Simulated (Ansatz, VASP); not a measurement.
# One calculation of LiF, two programs

File INCAR:

```
SYSTEM = LiF
  ALGO = Normal
  EDIFF = 1E-7
  ENCUT = 520
  GGA = PE
  ISIF = 2
  ISMEAR = 0
  LASPH = .True.
  LCHARG = .True.
  LELF = .True.
  LREAL = .False.
  LVHAR = .True.
  LWAVE = .False.
  NBANDS = 12
  NELM = 80
  PREC = Accurate
  SIGMA = 0.05
```

KPOINTS

```
k-points
0
Gamma
  10 10 10
  0 0 0
```

File POSCAR:

```
LiF
1.0
    0.0000000000      2.0140000000      2.1751200000
    2.0140000000      0.0000000000      2.1751200000
    2.0140000000      2.0140000000      0.0000000000
Li F
1 1
Direct
    0.0000000000      0.0000000000      0.0000000000
    0.5000000000      0.5000000000      0.5000000000
```

Input for Ansatz:

```yaml
crystal:
  lattice:
    - [0.0, 2.014, 2.17512]
    - [2.014, 0.0, 2.17512]
    - [2.014, 2.014, 0.0]
  atoms:
    - { symbol: Li, position: [0.0, 0.0, 0.0] }
    - { symbol: F, position: [0.5, 0.5, 0.5] }
basis:
  ecutwfc: 420
kpoints:
  mp_grid: { grid: [10, 10, 10] }
hamiltonian:
  xc: pbe
scf:
  occupations: { method: gaussian, width: 0.05 }
output:
  forces: true
  stress: true
  eigenvalues: true
```

Change from the starting cell: strain +0.000 along x and y, +0.080 along z, atoms carried along.

Alike in both runs: task single point; functional PBE; k mesh 10 × 10 × 10; occupations gaussian, width 0.05 eV; no spin polarisation.

|  | VASP | Ansatz |
| --- | --- | --- |
| version | VASP 6.6.1 | Ansatz 0.2.0 |
| potentials or method | VASP PAW PBE potentials, release 64 (Li_sv, F), cutoff 520 eV | scalar-relativistic, plane waves, PAW |
| valence electrons in the cell | 10 | 10 |

|  | VASP | Ansatz | Ansatz less VASP |
| --- | --- | --- | --- |
| gap on the k mesh at the Fermi level (eV) | 8.34 | 8.34 | +0.002 |
| least direct gap on the mesh (eV) | 8.34 | 8.34 | +0.002 |

Noted on VASP's run: the cutoff is short for stress, so the pressure is rough.
